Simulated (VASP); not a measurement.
Input of a VASP 6.6.1 run:

INCAR

```
  PREC = Accurate
  ENCUT = 520
  EDIFF = 1E-7
  ISMEAR = 0
  SIGMA = 0.1
  LREAL = False
  LASPH = True
  NELM = 150
  ALGO = Normal
  ISIF = 2
  LWAVE = False
  LCHARG = False
  ISPIN = 2
  MAGMOM = 1 1 1 0 0 0 0 0 0 0 0 0
  LORBIT = 11
  LMAXMIX = 4
  GGA = PE
  NBANDS = 65
```

File KPOINTS:

```
regular mesh
0
Gamma
  4 4 2
```

File POSCAR:

```
Ti3SnO8
1.0
    3.8372767970      0.0000000000      0.0000000000
    0.0000000000      3.8372767970      0.0000000000
    0.0000000000      0.0000000000     10.0584418983
Ti Sn O
3 1 8
Direct
    0.5000000000      0.5000000000      0.5000000000
    0.0000000000      0.5000000000      0.2625788990
    0.5000000000      0.0000000000      0.7374211010
    0.0000000000      0.0000000000      0.0000000000
    0.0000000000      0.5000000000      0.4594692454
    0.5000000000      0.0000000000      0.9390422042
    0.0000000000      0.0000000000      0.2162285769
    0.5000000000      0.5000000000      0.6972688085
    0.0000000000      0.5000000000      0.0609577958
    0.5000000000      0.0000000000      0.5405307546
    0.0000000000      0.0000000000      0.7837714231
    0.5000000000      0.5000000000      0.3027311915
```

Potentials or basis: VASP PAW PBE potentials, release 64 (Ti_sv, Sn_d, O).

Launch:

```console
$ cat potpaw_PBE.64/Ti_sv/POTCAR potpaw_PBE.64/Sn_d/POTCAR potpaw_PBE.64/O/POTCAR > POTCAR
$ mpirun -np 1 vasp_std > vasp.out
```

Problem. What does it give for the largest force?

Solution. 0.042 eV/Å.

Problem. What does it give for the pressure?

Solution. 0.6 GPa.

Forces on the atoms (eV/Å):
```
Ti   0.000  0.000  0.000
Ti   0.000  0.000 -0.019
Ti   0.000  0.000  0.019
Sn   0.000  0.000  0.000
O    0.000  0.000  0.042
O    0.000  0.000 -0.004
O    0.000  0.000  0.035
O    0.000  0.000  0.025
O    0.000  0.000  0.004
O    0.000  0.000 -0.042
O    0.000  0.000 -0.035
O    0.000  0.000 -0.025
```
